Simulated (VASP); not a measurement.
A run of VASP 6.6.1:

Contents of INCAR:

```
SYSTEM = AlP
PREC = Accurate
ENCUT = 520
EDIFF = 1E-6
ISMEAR = 0
SIGMA = 0.05
LREAL = Auto
LASPH = .TRUE.
NELM = 100
ALGO = Normal
ISIF = 2
LWAVE = .FALSE.
LCHARG = .TRUE.
LDIPOL = .TRUE.
IDIPOL = 3
DIPOL = 0.5 0.5 0.500
GGA = PS
LELF = .TRUE.
LVHAR = .TRUE.
LVACPOTAV = .TRUE.
NBANDS = 56
```

File KPOINTS:

```
Automatic mesh
0
G
  6 5 1
  0 0 0
```

Contents of POSCAR:

```
AlP
1.0
    5.4703454814      0.0000000000      0.0000000000
   -2.7351727407      6.1160321784      0.0000000000
    0.0000000000      0.0000000000     26.6204611390
P Al
10 10
Direct
    0.1000000000      0.7000000000      0.2817381698
    0.8000000000      0.1000000000      0.3276880288
    0.5000000000      0.5000000000      0.3736378878
    0.2000000000      0.9000000000      0.4195877468
    0.9000000000      0.3000000000      0.4655376058
    0.6000000000      0.7000000000      0.5114874647
    0.3000000000      0.1000000000      0.5574373237
    0.0000000000      0.5000000000      0.6033871827
    0.7000000000      0.9000000000      0.6493370417
    0.4000000000      0.3000000000      0.6952869007
    0.7000000000      0.4000000000      0.3047130993
    0.4000000000      0.8000000000      0.3506629583
    0.1000000000      0.2000000000      0.3966128173
    0.8000000000      0.6000000000      0.4425626763
    0.5000000000      0.0000000000      0.4885125353
    0.2000000000      0.4000000000      0.5344623942
    0.9000000000      0.8000000000      0.5804122532
    0.6000000000      0.2000000000      0.6263621122
    0.3000000000      0.6000000000      0.6723119712
    0.0000000000      0.0000000000      0.7182618302
```

Potentials or basis: VASP PAW PBE potentials, release 64 (P, Al).

Command:

```console
$ cat potpaw_PBE.64/P/POTCAR potpaw_PBE.64/Al/POTCAR > POTCAR
$ mpirun -np 1 vasp_std > vasp.out
```

Hardware: 1 thread of Intel(R) Xeon(R) Platinum 8488C (Sapphire Rapids), with other jobs on the host.

Q: Estimate the wall time of this run.

A: Wall time 34 min on 1 thread of Intel(R) Xeon(R) Platinum 8488C (Sapphire Rapids) (shared host), peak memory 1.1 GiB. Counts: scf iterations 33, k points 16.
